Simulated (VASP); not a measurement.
A run of VASP 6.6.1 is set up as follows.

The input INCAR:

```
SYSTEM = C
PREC     = Accurate       ! precision mode
ENCUT    = 520            ! plane-wave cutoff, eV
EDIFF    = 1E-6           ! SCF threshold, eV
ISMEAR   = 1              ! smearing method
SIGMA    = 0.15           ! smearing width, eV
LREAL    = .False.        ! projectors in reciprocal space
LASPH    = .True.         ! aspherical terms in the spheres
NELM     = 100            ! most SCF steps
ALGO     = Normal         ! electronic algorithm
ISIF     = 2              ! what is computed and relaxed
LWAVE    = .False.        ! write WAVECAR
LCHARG   = .False.        ! write CHGCAR
GGA      = CA             ! functional
NBANDS   = 16             ! bands
```

KPOINTS

```
regular mesh
0
Gamma
  16 16 5
  0 0 0
```

File POSCAR:

```
C
1.0
    1.2812265000     -2.1577612500      0.0224752500
    1.1748735000      2.0963587500     -0.0838777500
   -0.1793317500     -0.1793317500      7.1732700000
C
4
Direct
    0.0833800000      0.9166200000      0.7531400000
    0.5833800000      0.4166200000      0.2468600000
    0.9166200000      0.0833800000      0.2468600000
    0.4166200000      0.5833800000      0.7531400000
```

Potentials or basis: VASP PAW LDA potentials, release 64 (C).

The run is started by

```console
$ cat potpaw_LDA.64/C/POTCAR > POTCAR
$ mpirun -np 1 vasp_std > vasp.out
```

**Question.** Predict the pressure.

**Answer.** -2.6 GPa.

**Question.** What does it give for the largest force?

**Answer.** 0.622 eV/Å.

Forces in eV/Å, atoms in the order of the input:
```
C   -0.620 -0.037  0.016
C   -0.618 -0.038  0.024
C    0.620  0.037 -0.016
C    0.618  0.038 -0.024
```
